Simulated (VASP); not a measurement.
# Na (I4/mmm) in VASP: single point with PBE

Aim: the single point of Na with PBE.

Program: VASP 6.6.1. These are calculated values, not measurements. Logs are shortened: lines on timing, memory, paths and dates and some standing lists are left out, and cuts for length are marked.

## 1. The cell of the first run

The structure is tetragonal, space group I4/mmm (No. 139). The conventional cell has a = 3.777 Å, b = 3.777 Å, c = 5.275 Å, α = 90.00°, β = 90.00°, γ = 90.00°. Na (site symmetry 4/mmm) has 12 Na at 3.75 to 3.78 Å within 4.9 Å.

## 2. Single point, PBE

Contents of INCAR:

```
PREC = Accurate
ENCUT = 520
EDIFF = 1E-6
ISMEAR = 0
SIGMA = 0.05
LREAL = False
LASPH = True
NELM = 60
ALGO = Normal
ISIF = 2
LWAVE = False
LCHARG = False
GGA = PE
NBANDS = 10
```

Contents of KPOINTS:

```
Automatic mesh
0
Gamma
  12 12 12
```

Contents of POSCAR:

```
Na
1.0
   -1.8882910800      1.8882910800      2.6372766800
    1.8882910800     -1.8882910800      2.6372766800
    1.8882910800      1.8882910800     -2.6372766800
Na
1
Direct
    0.0000000000      0.0000000000      0.0000000000
```

Potentials or basis: VASP PAW PBE potentials, release 64 (Na_pv).

Command:

```bash
$ cat potpaw_PBE.64/Na_pv/POTCAR > POTCAR
$ mpirun -np 1 vasp_std > vasp.out
```

OUTCAR:

```text
PREC = Accurate
   ENCUT = 520
   EDIFF = 1E-6
   ISMEAR = 0
   LREAL = False
   LASPH = True
   NELM = 60
   ISIF = 2
   GGA = PE

 ion  position               nearest neighbor table
   1  0.000  0.000  0.000-

  LATTYP: Found a body centered tetragonal cell.
 ALAT       =     3.7765821600
 C/A-ratio  =     1.3966473220

  Lattice vectors:

 A1 = (  -1.8882910800,   1.8882910800,   2.6372766800)
 A2 = (   1.8882910800,  -1.8882910800,   2.6372766800)
 A3 = (   1.8882910800,   1.8882910800,  -2.6372766800)

Analysis of symmetry for initial positions (statically):
=====================================================================
 Subroutine PRICEL returns:
 Original cell was already a primitive cell.

 Routine SETGRP: Setting up the symmetry group for a
 body centered tetragonal supercell.

 Subroutine GETGRP returns: Found 16 space group operations
 (whereof 16 operations were pure point group operations)
 out of a pool of 16 trial point group operations.

The static configuration has the point symmetry D_4h.

Analysis of symmetry for dynamics (positions and initial velocities):
=====================================================================
 Subroutine PRICEL returns:
 Original cell was already a primitive cell.

 Routine SETGRP: Setting up the symmetry group for a
 body centered tetragonal supercell.

 Subroutine GETGRP returns: Found 16 space group operations
 (whereof 16 operations were pure point group operations)
 out of a pool of 16 trial point group operations.

The dynamic configuration has the point symmetry D_4h.

 Subroutine INISYM returns: Found 16 space group operations
 (whereof 16 operations are pure point group operations),
 and found     1 'primitive' translations

----------------------------------------------------------------------------------------

                                     Primitive cell

  volume of cell :      37.6144

  direct lattice vectors                    reciprocal lattice vectors
    -1.888291080  1.888291080  2.637276680     0.000000000  0.264789685  0.189589512
     1.888291080 -1.888291080  2.637276680     0.264789685  0.000000000  0.189589512
     1.888291080  1.888291080 -2.637276680     0.264789685  0.264789685  0.000000000

  length of vectors
     3.753200593  3.753200593  3.753200593     0.325665105  0.325665105  0.374469164

  position of ions in fractional coordinates (direct lattice)
     0.000000000  0.000000000  0.000000000

  ion indices of the primitive-cell ions
   primitive index   ion index
                 1           1

----------------------------------------------------------------------------------------

 KPOINTS: Automatic mesh

Automatic generation of k-mesh.
 Grid dimensions read from file:
 generate k-points for:   12   12   12

 Generating k-lattice:

  Cartesian coordinates                     Fractional coordinates (reciprocal lattice)
     0.000000000  0.022065807  0.015799126     0.083333333  0.000000000 -0.000000000
     0.022065807  0.000000000  0.015799126     0.000000000  0.083333333 -0.000000000
     0.022065807  0.022065807  0.000000000     0.000000000  0.000000000  0.083333333

  Length of vectors
     0.027138759  0.027138759  0.031205764

  Shift w.r.t. Gamma in fractional coordinates (k-lattice)
     0.000000000  0.000000000  0.000000000

 Subroutine IBZKPT returns following result:
 ===========================================

 Found    163 irreducible k-points:

 Following reciprocal coordinates:
            Coordinates               Weight
  0.000000  0.000000  0.000000      1.000000
  0.083333 -0.000000  0.000000      8.000000
  0.166667 -0.000000  0.000000      8.000000
  0.250000 -0.000000  0.000000      8.000000
  0.333333 -0.000000  0.000000      8.000000
  0.416667  0.000000 -0.000000      8.000000
[... 16 lines left out ...]
  0.500000  0.166667  0.000000     16.000000
 -0.416667  0.166667  0.000000     16.000000
 [... further k-points ...]
   k-points           NKPTS =    163   k-points in BZ     NKDIM =    163   number of bands    NBANDS=     10
   number of dos      NEDOS =    301   number of ions     NIONS =      1
   total plane-waves  NPLWV =  21952
   dimension x,y,z NGX =    28 NGY =   28 NGZ =   28
   dimension x,y,z NGXF=    56 NGYF=   56 NGZF=   56
   ions per type =               1
   NGX,Y,Z   is equivalent  to a cutoff of  12.40, 12.40, 12.40 a.u.
   NGXF,Y,Z  is equivalent  to a cutoff of  24.80, 24.80, 24.80 a.u.
 SYSTEM =  unknown system
   PREC   = accura    normal or accurate (medium, high low for compatibility)
   ISTART =      0    job   : 0-new  1-cont  2-samecut
   ICHARG =      2    charge: 1-file 2-atom 10-const
   ISPIN  =      1    spin polarized calculation?
   LNONCOLLINEAR =      F non collinear calculations
   LSORBIT =      F    spin-orbit coupling
   LASPH  =      T    aspherical Exc in radial PAW
   ENCUT  =  520.0 eV  38.22 Ry    6.18 a.u.   6.98  6.98  6.98*2*pi/ulx,y,z
   NELM   =     60;   NELMIN=  2; NELMDL= -5     # of ELM steps
   EDIFF  = 0.1E-05   stopping-criterion for ELM
   LREAL  =      F    real-space projection
   EDIFFG = 0.1E-04   stopping-criterion for IOM
   NSW    =      0    number of steps for IOM
   IBRION =     -1    ionic relax: 0-MD 1-quasi-New 2-CG
   NFREE  =      0    steps in history (QN), initial steepest desc. (CG)
   ISIF   =      2    stress and relaxation
   ISYM   =      2    0-nonsym 1-usesym 2-fastsym
   POTIM  = 0.5000    time-step for ionic-motion
   TEBEG  =    0.0;   TEEND  =   0.0 temperature during run
   PSTRESS=    0.0 pullay stress
   NELECT =       7.0000    total number of electrons
   NUPDOWN=      -1.0000    fix difference up-down
   EMIN   =  10.00;   EMAX   =-10.00  energy-range for DOS
   EFERMI =   0.00;   METHOD = LEGACY
   ISMEAR =     0;   SIGMA  =   0.05  broadening in eV -4-tet -1-fermi 0-gaus
   EFERMI_NEDOS =   21; number of points for ismear=-14 and -15
   IALGO  =     38    algorithm
   IMIX   =      4    mixing-type and parameters
     AMIX     =   0.40;   BMIX     =  1.00
     AMIX_MAG =   1.60;   BMIX_MAG =  1.00
  volume/ion in A,a.u.               =      37.61       253.83
  Fermi-wavevector in a.u.,A,eV,Ry     =   0.934666  1.766262 11.886050  0.873600
  Thomas-Fermi vector in A             =   2.061494
   LORBIT       =      0    0 simple, 1 ext, 2 COOP (PROOUT), +10 PAW based schemes
   GGA     = PE    functional components
   LHFCALC =     F    Hartree Fock is set to
   AEXX    =    0.0000 exact exchange contribution
   IVDW    =     0    specifies the selected vdW correction
   LEPSILON=     F    determine dielectric tensor
   LRPA    =     F    only Hartree local field effects (RPA)
 non-spin polarized calculation
 Gauss-broadening in eV      SIGMA  =   0.05
  energy-cutoff  :      520.00
  volume of cell :       37.61
 maximum number of plane-waves:      1028
   NGX = 13   NGY = 13   NGZ = 13

 number of electron       6.9999993 magnetization

 Free energy of the ion-electron system (eV)
  ---------------------------------------------------
  ext. energy  EPLUGINS =         0.00000000
  ---------------------------------------------------
  free energy    TOTEN  =        -1.31331806 eV

  energy without entropy =       -1.31293782  energy(sigma->0) =       -1.31312794

 E-fermi :   0.2119     XC(G=0):  -6.4640

 val. band max:        0.1855761440   @ k =  -0.2500  -0.4167   0.1667
 cond. band min:       0.2798116503   @ k =  -0.0833   0.4167   0.0833
 fundamental gap:      0.0942355064
 Fermi energy:         0.2118591675

 k-point     1 :       0.0000    0.0000    0.0000
  band No.  band energies     occupation
      1     -24.6212      2.00000
      2     -24.6212      2.00000
      3     -24.6212      2.00000
      4      -2.9613      2.00000
      5      11.2800      0.00000
      6      11.2801      0.00000
      7      11.3231      0.00000
      8      12.3823      0.00000
      9      12.8244      0.00000
     10      12.8252      0.00000

 k-point     2 :       0.0833   -0.0000    0.0000
  band No.  band energies     occupation
      1     -24.6235      2.00000
      2     -24.6216      2.00000
      3     -24.6215      2.00000
      4      -2.8468      2.00000
      5       9.6932      0.00000
      6      11.0401      0.00000
      7      11.0846      0.00000
      8      12.3901      0.00000
      9      13.2298      0.00000
     10      13.2452      0.00000

 k-point     3 :       0.1667   -0.0000    0.0000
  band No.  band energies     occupation
      1     -24.6296      2.00000
      2     -24.6225      2.00000
      3     -24.6223      2.00000
      4      -2.5048      2.00000
      5       7.6707      0.00000
      6      10.6627      0.00000
      7      10.7337      0.00000
      8      11.9727      0.00000
      9      13.7191      0.00000
     10      13.8906      0.00000

 k-point     4 :       0.2500   -0.0000    0.0000
  band No.  band energies     occupation
      1     -24.6379      2.00000
      2     -24.6237      2.00000
      3     -24.6234      2.00000
      4      -1.9397      2.00000
      5       5.7594      0.00000
      6      10.3840      0.00000
      7      10.4822      0.00000
      8      11.6343      0.00000
      9      12.8058      0.00000
     10      13.0426      0.00000

 k-point     5 :       0.3333   -0.0000    0.0000
  band No.  band energies     occupation
      1     -24.6462      2.00000
      2     -24.6249      2.00000
      3     -24.6245      2.00000
      4      -1.1587      2.00000
      5       4.0094      0.00000
      6      10.2461      0.00000
      7      10.3711      0.00000
      8      11.4466      0.00000
      9      12.0218      0.00000
     10      12.2456      0.00000

 k-point     6 :       0.4167    0.0000   -0.0000
  band No.  band energies     occupation
      1     -24.6522      2.00000
      2     -24.6258      2.00000
      3     -24.6253      2.00000
      4      -0.1728      2.00000
      5       2.4412      0.00000
      6      10.2314      0.00000
      7      10.3824      0.00000
      8      11.3686      0.00000
      9      11.4762      0.00000
     10      11.7095      0.00000

 k-point     7 :       0.5000   -0.0000    0.0000
  band No.  band energies     occupation
      1     -24.6544      2.00000
      2     -24.6262      2.00000
      3     -24.6256      2.00000
      4       0.8408      0.00000
      5       1.2334      0.00000
      6      10.2549      0.00000
      7      10.4206      0.00000
      8      11.2652      0.00000
      9      11.3043      0.00000
     10      11.5553      0.00000

 k-point     8 :       0.0833    0.0833    0.0000
  band No.  band energies     occupation
      1     -24.6266      2.00000
      2     -24.6229      2.00000
      3     -24.6217      2.00000
      4      -2.6552      2.00000
      5       8.7976      0.00000
      6       9.5792      0.00000
      7      11.5927      0.00000
      8      12.8885      0.00000
      9      12.9287      0.00000
     10      13.3592      0.00000

 k-point     9 :       0.1667    0.0833    0.0000
  band No.  band energies     occupation
      1     -24.6329      2.00000
      2     -24.6245      2.00000
      3     -24.6224      2.00000
      4      -2.2378      2.00000
      5       7.0537      0.00000
      6       8.8971      0.00000
      7      11.5901      0.00000
      8      12.5462      0.00000
      9      12.7153      0.00000
     10      13.4700      0.00000
[... 118 lines left out ...]
 k-point    19 :       0.1667    0.1667    0.0000
  band No.  band energies     occupation
      1     -24.6377      2.00000
      2     -24.6277      2.00000
      3     -24.6231      2.00000
      4      -1.7477      2.00000
      5       6.3348      0.00000
      6       7.2663      0.00000
      7      11.4242      0.00000
      8      12.3626      0.00000
      9      12.4650      0.00000
     10      13.6881      0.00000

 k-point    20 :       0.2500    0.1667    0.0000
  band No.  band energies     occupation
      1     -24.6434      2.00000
      2     -24.6304      2.00000
      3     -24.6243      2.00000
      4      -1.0406      2.00000
      5       4.8584      0.00000
      6       6.7413      0.00000
      7      10.5088      0.00000
      8      11.4583      0.00000
      9      12.7972      0.00000
     10      13.9215      0.00000

 k-point    21 :       0.3333    0.1667    0.0000
  band No.  band energies     occupation
      1     -24.6485      2.00000
      2     -24.6318      2.00000
      3     -24.6257      2.00000
      4      -0.1261      2.00000
      5       3.2816      0.00000
      6       6.6960      0.00000
      7       9.7773      0.00000
      8      10.6888      0.00000
      9      12.9609      0.00000
     10      14.0370      0.00000

 k-point    22 :       0.4167    0.1667    0.0000
  band No.  band energies     occupation
      1     -24.6513      2.00000
      2     -24.6319      2.00000
      3     -24.6269      2.00000
      4       0.9588      0.00000
      5       1.8877      0.00000
      6       6.8824      0.00000
      7       9.2393      0.00000
      8      10.1061      0.00000
      9      13.2315      0.00000
     10      14.2845      0.00000

 k-point    23 :       0.5000    0.1667    0.0000
  band No.  band energies     occupation
      1     -24.6509      2.00000
      2     -24.6308      2.00000
      3     -24.6276      2.00000
      4       0.5626      0.00000
      5       2.3525      0.00000
      6       7.2634      0.00000
      7       8.8935      0.00000
      8       9.7370      0.00000
      9      13.6653      0.00000
     10      14.6560      0.00000

 k-point    24 :      -0.4167    0.1667    0.0000
  band No.  band energies     occupation
      1     -24.6473      2.00000
      2     -24.6290      2.00000
      3     -24.6276      2.00000
      4      -0.4741      2.00000
      5       3.8386      0.00000
      6       7.8089      0.00000
      7       8.7375      0.00000
      8       9.6027      0.00000
      9      14.1232      0.00000
     10      14.3072      0.00000

 [... further k-points ...]
[... 5 lines left out ...]
  --------------------------------------------------------------------------------------
  -------------------------------------------------------------------------------------
  Total       -0.0416653     -0.0416653     -0.0272479      0.0000000      0.0000000      0.0000000
  in kB       -1.7747287     -1.7747287     -1.1606185      0.0000000      0.0000000      0.0000000
  external PRESSURE =      -1.5700253 kB  Pullay stress =       0.0000000 kB

 VOLUME and BASIS-vectors are now :
 -----------------------------------------------------------------------------
  energy-cutoff  :      520.00
  volume of cell :       37.61
      direct lattice vectors                 reciprocal lattice vectors
    -1.888291080  1.888291080  2.637276680     0.000000000  0.264789685  0.189589512
     1.888291080 -1.888291080  2.637276680     0.264789685  0.000000000  0.189589512
     1.888291080  1.888291080 -2.637276680     0.264789685  0.264789685  0.000000000

 POSITION                                       TOTAL-FORCE (eV/Angst)
 -----------------------------------------------------------------------------------
      0.00000      0.00000      0.00000        -0.000000      0.000000      0.000000
 -----------------------------------------------------------------------------------
    total drift:                               -0.000000     -0.000000     -0.000000

  FREE ENERGIE OF THE ION-ELECTRON SYSTEM (eV)
  ---------------------------------------------------
  free  energy   TOTEN  =        -1.3133180647 eV

  energy  without entropy=       -1.3129378153  energy(sigma->0) =       -1.31312794
```

Run time: 32 s. Hardware: 1 thread of Intel Xeon Platinum 8259CL at 2.50GHz (Skylake/Cascade Lake), shared host; peak memory 0.18 GiB.

What came out:

```yaml
Free_energy: -1.3133 eV
Pressure: -0.2 GPa
```
